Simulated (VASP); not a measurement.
A run of VASP 6.6.1:

File INCAR:

```
SYSTEM = Ni
  PREC = Accurate
  ENCUT = 520
  EDIFF = 1E-6
  ISMEAR = 0
  SIGMA = 0.15
  LREAL = .False.
  LASPH = .True.
  NELM = 150
  ALGO = Fast
  ISIF = 2
  LWAVE = .False.
  LCHARG = .True.
  ISPIN = 2
  MAGMOM = 0.25
  LORBIT = 11
  NUPDOWN = 0.25
  LMAXMIX = 4
  LELF = .True.
  LVHAR = .True.
  NBANDS = 15
```

The input KPOINTS:

```
Automatic mesh
0
Gamma
  24 24 24
  0 0 0
```

Contents of POSCAR:

```
Ni
1.0
    0.0000000000      1.7779195489      1.7779195489
    1.7779195489      0.0000000000      1.7779195489
    1.7779195489      1.7779195489      0.0000000000
Ni
1
Direct
    0.0000000000      0.0000000000      0.0000000000
```

Potentials or basis: VASP PAW LDA potentials, release 64 (Ni).

Launch:

```console
$ cat potpaw_LDA.64/Ni/POTCAR > POTCAR
$ mpirun -np 1 vasp_std > vasp.out
```

Hardware: 1 thread of Intel(R) Xeon(R) Platinum 8259CL CPU @ 2.50GHz (Skylake/Cascade Lake) (shared host).

Question: Estimate the wall time of this run.

Answer: Wall time 2.7 min on 1 thread of Intel(R) Xeon(R) Platinum 8259CL CPU @ 2.50GHz (Skylake/Cascade Lake), with other jobs on the host, peak memory 0.21 GiB. Counts: scf iterations 12, k points 413.
